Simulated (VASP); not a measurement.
# SnTe (Fm-3m) in VASP: further runs, part 2 of 2

VASP 6.6.1. The steps go on from the part before.

## (4) Vibrations by perturbation theory, PBE

File INCAR:

```
SYSTEM = SnTe
PREC     = Accurate       ! precision mode
ENCUT    = 520            ! plane-wave cutoff, eV
EDIFF    = 1E-8           ! SCF threshold, eV
ISMEAR   = -1             ! smearing method
SIGMA    = 0.05           ! smearing width, eV
LREAL    = .FALSE.        ! projectors in reciprocal space
LASPH    = .TRUE.         ! aspherical terms in the spheres
NELM     = 60             ! most SCF steps
ALGO     = Normal         ! electronic algorithm
ISIF     = 2              ! what is computed and relaxed
LWAVE    = .FALSE.        ! write WAVECAR
LCHARG   = .FALSE.        ! write CHGCAR
GGA      = PE             ! functional
NBANDS   = 17             ! bands
IBRION   = 8              ! ionic algorithm
NSW      = 1              ! ionic steps
```

File KPOINTS:

```
regular mesh
0
G
  7 7 7
  0 0 0
```

File POSCAR:

```
SnTe
1.0
    0.0000000000      3.1508500000      3.1508500000
    3.1508500000      0.0000000000      3.1508500000
    3.1508500000      3.1508500000      0.0000000000
Te Sn
1 1
Direct
    0.5000000000      0.5000000000      0.5000000000
    0.0000000000      0.0000000000      0.0000000000
```

Potentials or basis: VASP PAW PBE potentials, release 64 (Te, Sn_d).

On the command line:

```bash
$ cat potpaw_PBE.64/Te/POTCAR potpaw_PBE.64/Sn_d/POTCAR > POTCAR
$ mpirun -np 1 vasp_std > vasp.out
```

OUTCAR:

```text
SYSTEM = SnTe
   PREC = Accurate
   ENCUT = 520
   EDIFF = 1E-8
   ISMEAR = -1
   LREAL = .FALSE.
   LASPH = .TRUE.
   NELM = 60
   ISIF = 2
   GGA = PE
   IBRION = 8
   NSW = 1

 ion  position               nearest neighbor table
   1  0.500  0.500  0.500-   2 3.15   2 3.15   2 3.15   2 3.15   2 3.15   2 3.15
   2  0.000  0.000  0.000-   1 3.15   1 3.15   1 3.15   1 3.15   1 3.15   1 3.15

  LATTYP: Found a face centered cubic cell.
 ALAT       =     6.3017000000

  Lattice vectors:

 A1 = (   0.0000000000,   3.1508500000,   3.1508500000)
 A2 = (   3.1508500000,   0.0000000000,   3.1508500000)
 A3 = (   3.1508500000,   3.1508500000,   0.0000000000)

Analysis of symmetry for initial positions (statically):
=====================================================================
 Subroutine PRICEL returns:
 Original cell was already a primitive cell.

 Routine SETGRP: Setting up the symmetry group for a
 face centered cubic supercell.

[... 620 lines left out ...]

 INTERNAL STRAIN TENSOR  FOR ION    2  DIRECTION 1   (eV/Angst):
 -----------------------------------------------------------------------------
     0.02246 -0.00000  0.00000
     0.00000  0.00521  0.00000
     0.00000  0.00000  0.00521

 INTERNAL STRAIN TENSOR FOR ION    2 for displacements in x,y,z  (eV/Angst):
          X           Y           Z          XY          YZ          ZX
  --------------------------------------------------------------------------------
  x     0.00000     0.00000     0.00000     0.00000     0.00000     0.00000
  y     0.00000     0.00000     0.00000     0.00000     0.00000     0.00000
  z     0.00000     0.00000     0.00000     0.00000     0.00000     0.00000

 SECOND DERIVATIVES (NOT SYMMETRIZED)
 ------------------------------------
               1X          1Y          1Z          2X          2Y          2Z
  1X    -0.208905    0.000000    0.000000    0.208905    0.000000    0.000000
  1Y     0.000000   -0.208905    0.000000    0.000000    0.208905    0.000000
  1Z     0.000000    0.000000   -0.208905    0.000000    0.000000    0.208905
  2X     0.203108    0.000000    0.000000   -0.203108    0.000000    0.000000
  2Y     0.000000    0.203108    0.000000    0.000000   -0.203108    0.000000
  2Z     0.000000    0.000000    0.203108    0.000000    0.000000   -0.203108

 Eigenvectors and eigenvalues of the dynamical matrix
 ----------------------------------------------------

   1 f  =    0.904615 THz     5.683861 2PiTHz   30.174693 cm-1     3.741183 meV
             X         Y         Z           dx          dy          dz
      3.150850  3.150850  3.150850     0.643672    0.273259   -0.000000
      0.000000  0.000000  0.000000    -0.658013   -0.279347    0.000000
[... 21 lines left out ...]
   6 f/i=    0.006363 THz     0.039981 2PiTHz    0.212253 cm-1     0.026316 meV
             X         Y         Z           dx          dy          dz
      3.150850  3.150850  3.150850     0.714583    0.018612    0.006349
      0.000000  0.000000  0.000000     0.699010    0.018207    0.006211

--------------------------------------------------------------------------------------------------------

 ELASTIC MODULI CONTR FROM IONIC RELAXATION (kBar)
 Direction    XX          YY          ZZ          XY          YZ          ZX
 --------------------------------------------------------------------------------
 XX           0.0000      0.0000      0.0000      0.0000      0.0000      0.0000
 YY           0.0000      0.0000      0.0000      0.0000      0.0000      0.0000
 ZZ           0.0000      0.0000      0.0000      0.0000      0.0000      0.0000
 XY           0.0000      0.0000      0.0000      0.0000      0.0000      0.0000
 YZ           0.0000      0.0000      0.0000      0.0000      0.0000      0.0000
 ZX           0.0000      0.0000      0.0000      0.0000      0.0000      0.0000
 --------------------------------------------------------------------------------
```

OSZICAR:

```text
N       E                     dE             d eps       ncg     rms          rms(c)
DAV:   1     0.127897301502E+03    0.12790E+03   -0.97626E+03   689   0.134E+03
DAV:   2     0.377979633203E+01   -0.12412E+03   -0.12051E+03   738   0.325E+02
DAV:   3    -0.727112470629E+01   -0.11051E+02   -0.10972E+02   840   0.887E+01
[... 48 lines left out ...]
RMM:  11    -0.219735195439E+00    0.30242E-06    0.25776E-07  2749   0.144E-04    0.128E-04
RMM:  12    -0.219735402332E+00   -0.20689E-06    0.13666E-07  2557   0.947E-05    0.597E-05
RMM:  13    -0.219735341745E+00    0.60587E-07    0.68525E-08  2837   0.613E-05    0.327E-05
RMM:  14    -0.219735287200E+00    0.54545E-07    0.31525E-08  2701   0.472E-05    0.103E-05
RMM:  15    -0.219735273226E+00    0.13974E-07    0.17749E-08  2562   0.407E-05    0.405E-06
RMM:  16    -0.219735265169E+00    0.80564E-08    0.98414E-09  2051   0.375E-05    0.987E-07
 Linear response finished
```

stdout:

```text
POSCAR found type information on POSCAR TeSn
 POSCAR found :  2 types and       2 ions
 scaLAPACK will be used
 LDA part: xc-table for (Slater+PW92), standard interpolation
 POSCAR, INCAR and KPOINTS ok, starting setup
 FFT: planning ... GRIDC
 FFT: planning ... GRID_SOFT
 FFT: planning ... GRID
 WAVECAR not read
 entering main loop
 Linear response reoptimize wavefunctions to high precision
 Linear response DOF=           2
 Linear response progress:
 first order change of Fermi-energy  -0.34832E-03
 force on displaced ion       1 direction 1 :  -0.209   0.000   0.000
 Linear response progress:
 first order change of Fermi-energy   0.56222E-03
 force on displaced ion       2 direction 1 :  -0.203   0.000   0.000
 Linear response finished
```

Run time: 4.7 min. Hardware: 1 thread of Intel Xeon 8259CL, shared host; peak memory 0.3 GiB.

What came out:

```yaml
Highest_phonon_frequency_at_Γ_LO-TO_splitting_left_out: 30 cm⁻¹
```

Phonon frequencies in cm⁻¹ (negative: imaginary):
```tsv
q point	frequencies
(0.000, 0.000, 0.000)	0 0 0 30 30 30
```

Caveat: the cell stands under pressure or tension, which shifts response properties; this odd mesh misses L, so gap, dielectric constants and Born charges aren't listed; spin-orbit coupling is left out, which moves the levels of the heavy elements.
